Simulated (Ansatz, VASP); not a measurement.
One calculation of Li2S, two programs

Contents of POSCAR:

```
Li2S
1.0
    0.0000000000      2.8452942165      2.8452942165
    2.8452942165      0.0000000000      2.8452942165
    2.8452942165      2.8452942165      0.0000000000
S Li
1 2
Direct
    0.0000000000      0.0000000000      0.0000000000
    0.2500000000      0.2500000000      0.2500000000
    0.7500000000      0.7500000000      0.7500000000
```

Contents of INCAR.step1:

```
PREC = Accurate ; ENCUT = 650
EDIFF = 1E-5 ; ISMEAR = 0
SIGMA = 0.01 ; LREAL = F
LASPH = T ; NELM = 120
ALGO = Normal ; ISIF = 2
LWAVE = T ; LCHARG = F
GGA = PE ; NBANDS = 13
GGA_COMPAT = F
```

The input INCAR.step2:

```
PREC = Accurate ; ENCUT = 650
EDIFF = 1E-6 ; ISMEAR = 0
SIGMA = 0.01 ; LREAL = F
LASPH = T ; NELM = 120
ALGO = Normal ; ISIF = 2
LWAVE = F ; LCHARG = F
GGA = PE ; LHFCALC = T
AEXX = 0.25 ; PRECFOCK = Normal
ISTART = 1 ; NBANDS = 13
GGA_COMPAT = F
```

File KPOINTS:

```
regular mesh
0
Gamma
  4 4 4
```

Input for Ansatz:

```yaml
crystal:
  lattice:
    - [0.0, 2.8452942165, 2.8452942165]
    - [2.8452942165, 0.0, 2.8452942165]
    - [2.8452942165, 2.8452942165, 0.0]
  atoms:
    - { symbol: S, position: [0.0, 0.0, 0.0] }
    - { symbol: Li, position: [0.25, 0.25, 0.25] }
    - { symbol: Li, position: [0.75, 0.75, 0.75] }
kpoints:
  mp_grid: { grid: [4, 4, 4] }
hamiltonian:
  xc: pbe0
scf:
  occupations: { method: fixed }
  n_extra_bands: 4
output:
  forces: true
  stress: true
  eigenvalues: true
```

Alike in both runs: task single point; functional PBE0; k mesh 4 × 4 × 4; no spin polarisation.

|  | VASP | Ansatz |
| --- | --- | --- |
| version | VASP 6.6.1 | Ansatz 0.2.0 |
| potentials or method | VASP PAW PBE potentials, release 64 (S, Li_sv) | plane waves |
| plane-wave cutoff (eV) | 650 | 420 |
| occupations | gaussian, width 0.01 eV | fixed |
| valence electrons in the cell | 12 | 12 |

```csv
,VASP,Ansatz,Ansatz less VASP
gap on the k mesh at the Fermi level (eV),5.06,5.03,-0.024
pressure (GPa),-0.6,-0.4,+0.27
```

Ansatz's warnings: stress exchange threshold loose, stress scf threshold loose.

The k mesh is coarse, so the values compare programs but aren't converged.
